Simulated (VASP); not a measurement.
Here is a VASP 6.6.1 calculation.

The input INCAR:

```
SYSTEM = GaP2
ALGO = Normal ; EDIFF = 1E-6
ENCUT = 520 ; GGA = PE
ISIF = 2 ; ISMEAR = 0
LASPH = .TRUE. ; LCHARG = .TRUE.
LELF = .TRUE. ; LREAL = .FALSE.
LVHAR = .TRUE. ; LWAVE = .FALSE.
NBANDS = 32 ; NELM = 100
PREC = Accurate ; SIGMA = 0.2
```

Contents of KPOINTS:

```
k-points
0
G
  4 2 5
  0 0 0
```

File POSCAR:

```
GaP2
1.0
    4.9346187066      0.0000000000      0.0000000000
    0.0000000000      6.1378444721      0.0000000000
    0.0000000000      0.0000000000      3.6713431875
Ga P
2 4
Direct
    0.5000000000      0.0000000000      0.5000000000
    0.0000000000      0.5000000000      0.0000000000
    0.1663767795      0.1055121693      0.0000000000
    0.8336232205      0.8944878307      0.0000000000
    0.6663767795      0.3944878307      0.5000000000
    0.3336232205      0.6055121693      0.5000000000
```

Potentials or basis: VASP PAW PBE potentials, release 64 (Ga_d, P).

The run is started by

```sh
$ cat potpaw_PBE.64/Ga_d/POTCAR potpaw_PBE.64/P/POTCAR > POTCAR
$ mpirun -np 1 vasp_std > vasp.out
```

Problem. Estimate the largest force.

Solution. 0.049 eV/Å.

Problem. Estimate the band gap on the k mesh.

Solution. Zero (bands 23 and 24 overlap by 3.38 eV).

Forces on the atoms (eV/Å):
```
Ga   0.000  0.000  0.000
Ga   0.000  0.000  0.000
P   -0.020 -0.045  0.000
P    0.020  0.045  0.000
P   -0.020  0.045  0.000
P    0.020 -0.045  0.000
```

Caveat: the k points lie up to 0.51 Å⁻¹ apart, too coarse for converged energies and pressures of a metal.
